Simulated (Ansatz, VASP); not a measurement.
**One calculation of Co, two programs**

```xyz
4
Lattice="2.4642 0.0000 0.0000 -1.2321 2.1340 0.0000 0.0000 0.0000 7.9690" Properties=species:S:1:pos:R:3 pbc="T T T"
Co   -1.2321    2.1340    7.9690
Co    0.0000    0.0000    3.9845
Co    0.0000    1.4227    1.9923
Co    1.2321    0.7113    5.9768
```

Alike in both runs: task single point; functional BLYP; k mesh 16 × 16 × 5; occupations fermi-dirac, width 0.05 eV; collinear spin.

```csv
,VASP,Ansatz
version,VASP 6.6.1,Ansatz 0.2.0
potentials or method,"VASP PAW PBE potentials, release 64 (Co), cutoff 520 eV","plane waves (420 eV) with PAW, scalar-relativistic"
valence electrons in the cell,36,68
```

```csv
,VASP,Ansatz,Ansatz less VASP
pressure (GPa),18.2,18.6,+0.42
"traceless stress, the component that is largest in VASP (GPa)",0.79,0.82,+0.027
net moment per atom (μB),1.56,1.57,+0.008
size of the moment on the site where the two differ most (μB),1.58,1.64,+0.061
```

VASP's potentials were made for PBE, not for BLYP. Site moments also hang on the region over which each program counts them. With one functional, cell and mesh, what is left measures potentials, basis and numerics. VASP's potentials hold 36 valence electrons a cell and Ansatz's 68, so a difference there can come from the potentials and not from the codes.
